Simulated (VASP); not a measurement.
The system is CaS (Oldhamite).

```xyz
2
Lattice="0.0000 2.8479 2.8479 2.8479 0.0000 2.8479 2.8479 2.8479 0.0000" Properties=species:S:1:pos:R:3 pbc="T T T"
Ca    0.0000    0.0000    0.0000
S     2.8479    2.8479    2.8479
```

Base run:

| Quantity | Value |
| --- | --- |
| Program | VASP 6.6.1 |
| Functional | r2SCAN |
| Potentials or basis | VASP PAW PBE potentials, release 64 (Ca_sv, S) |
| Cutoff | 550 eV |
| k mesh | 8 × 8 × 8 |
| Occupations | gaussian, width 0.01 eV |
| Spin | no spin polarisation |

Its results: band gap on the k mesh 2.80 eV, indirect (least direct gap 3.63 eV); pressure 0.3 GPa.

Task: The run is repeated on the same cell with these changes: functional from r2SCAN to PBE; cutoff from 550 eV to 500 eV. What comes out?

Result: Band gap on the k mesh 2.36 eV, indirect (least direct gap 3.16 eV); pressure 0.6 GPa.

r2SCAN gives the wider gap, since meta-GGAs in the generalised Kohn-Sham scheme recover part of the derivative discontinuity.

Caveats: the PAW data sets were made with another functional, which shifts forces and pressure a little (some runs).

A k mesh can miss the band edges.
